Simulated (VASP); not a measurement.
A run of VASP 6.6.1 is set up as follows.

INCAR

```
ALGO = Normal
EDIFF = 1E-6
ENCUT = 500
GGA = PE
GGA_COMPAT = False
ISIF = 2
ISMEAR = 0
LASPH = True
LCHARG = False
LREAL = False
LWAVE = False
NBANDS = 10
NELM = 120
PREC = Accurate
SIGMA = 0.02
```

KPOINTS

```
k-points
0
Gamma
  8 8 4
```

File POSCAR:

```
H
1.0
    1.5620169080     -2.6707715825      0.0000000000
    1.5620169080      2.6707715825      0.0000000000
    0.0000000000      0.0000000000      6.1707617608
H
4
Direct
    0.5732991450      0.4267008550      0.9995767742
    0.4267008550      0.5732991450      0.0004232258
    0.4267008550      0.5732991450      0.4995767742
    0.5732991450      0.4267008550      0.5004232258
```

Potentials or basis: VASP PAW PBE potentials, release 64 (H).

Launch:

```bash
$ cat potpaw_PBE.64/H/POTCAR > POTCAR
$ mpirun -np 1 vasp_std > vasp.out
```

**Question.** Estimate the pressure.

**Answer.** -1.5 GPa.

**Question.** Predict the band gap on the k mesh.

**Answer.** 7.51 eV.

**Question.** What does it give for the largest force?

**Answer.** 1.049 eV/Å.

Stress tensor (GPa, compression positive):
```
 0.35  0.00  0.00
 0.00 -4.97  0.00
 0.00  0.00  0.18
```

Caveat: the cell differs from its parent crystal (strained and its atoms moved); forces of over 1 eV/Å act on the atoms, so gaps and moduli don't describe the material at rest. A k mesh can miss the band edges.
